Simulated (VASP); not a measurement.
Write the native input for VASP 6.6.1 that does the following.

```yaml
Task: single point
Functional: PBE
Dispersion: D3(BJ)
Potentials_or_basis: VASP PAW PBE potentials, release 64 (Te, Mo_sv)
Cutoff: 520 eV
k_mesh: 9 × 9 × 1
Occupations: gaussian, width 0.02 eV
Spin: no spin polarisation
Dipole_correction: yes
Further_INCAR_settings: ALGO = Normal; EDIFF = 1e-07; NBANDS = 20
```

The structure of Te2Mo lies in POSCAR:

```
Te2Mo
1.0
    3.5970000000      0.0000000000      0.0000000000
   -1.7985000000      3.1150933774      0.0000000000
    0.0000000000      0.0000000000     33.2698832047
Te Mo
2 1
Direct
    0.3333333333      0.6666666667      0.4434924376
    0.3333333333      0.6666666667      0.5565075624
    0.6666666667      0.3333333333      0.5000000000
```

One way to write it, as run:

INCAR

```
SYSTEM = Te2Mo
ALGO = Normal
DIPOL = 0.5 0.5 0.500
EDIFF = 1E-7
ENCUT = 520
GGA = PE
IDIPOL = 3
ISIF = 2
ISMEAR = 0
IVDW = 12
LASPH = .True.
LCHARG = .False.
LDIPOL = .True.
LREAL = .False.
LWAVE = .False.
NBANDS = 20
NELM = 100
PREC = Accurate
SIGMA = 0.02
```

KPOINTS

```
k-points
0
Gamma
  9 9 1
  0 0 0
```

Potentials or basis: VASP PAW PBE potentials, release 64 (Te, Mo_sv).

Command:

```bash
$ cat potpaw_PBE.64/Te/POTCAR potpaw_PBE.64/Mo_sv/POTCAR > POTCAR
$ mpirun -np 1 vasp_std > vasp.out
```

It gave:

The largest force is 1.147 eV/Å. The band gap on the k mesh is 1.06 eV, direct and the dispersion energy per atom is -0.374 eV.

Caveat: spin-orbit coupling is left out, which moves the levels of the heavy elements.

It took 2.7 min on 1 thread of AMD EPYC 9R45 (Zen 5), with other jobs on the host, peak memory 0.44 GiB.
